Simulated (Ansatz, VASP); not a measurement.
Ti: VASP beside Ansatz

The input INCAR:

```
SYSTEM = Ti
ALGO = Normal
EDIFF = 1E-6
ENCUT = 520
GGA = PS
ISIF = 2
ISMEAR = 0
LASPH = .TRUE.
LCHARG = .FALSE.
LREAL = .FALSE.
LWAVE = .FALSE.
NBANDS = 12
NELM = 80
PREC = Accurate
SIGMA = 0.15
```

KPOINTS

```
k-points
0
G
  20 20 20
  0 0 0
```

The input POSCAR:

```
Ti
1.0
   -1.7722800000      1.7722800000      1.7722800000
    1.7722800000     -1.7722800000      1.7722800000
    1.7722800000      1.7722800000     -1.7722800000
Ti
1
Direct
    0.0000000000      0.0000000000      0.0000000000
```

Input for Ansatz:

```yaml
crystal:
  lattice:
    - [-1.77228, 1.77228, 1.77228]
    - [1.77228, -1.77228, 1.77228]
    - [1.77228, 1.77228, -1.77228]
  atoms:
    - { symbol: Ti, position: [0.0, 0.0, 0.0] }
basis:
  ecutwfc: 420
kpoints:
  mp_grid: { grid: [20, 20, 20] }
hamiltonian:
  xc: pbesol
scf:
  occupations: { method: gaussian, width: 0.15 }
output:
  forces: true
  stress: true
  eigenvalues: true
```

Change from the starting cell: strain +0.080 along x and y, +0.080 along z, atoms carried along.

Alike in both runs: task single point; functional PBEsol; k mesh 20 × 20 × 20; occupations gaussian, width 0.15 eV; no spin polarisation.

|  | VASP | Ansatz |
| --- | --- | --- |
| version | VASP 6.6.1 | Ansatz 0.2.0 |
| potentials or method | VASP PAW PBE potentials, release 64 (Ti_sv), cutoff 520 eV | scalar-relativistic, plane waves, PAW |
| valence electrons in the cell | 12 | 12 |

|  | VASP | Ansatz | Ansatz less VASP |
| --- | --- | --- | --- |
| gap on the k mesh at the Fermi level (eV) | none | none | - |
| pressure (GPa) | -19.8 | -19.8 | 0.00 |

VASP's potentials were made for PBE, not for PBEsol. A gap of «none» marks a metal or a gap that the smearing closes. The functional is the same, so the differences come from potentials, cutoffs and numerics.
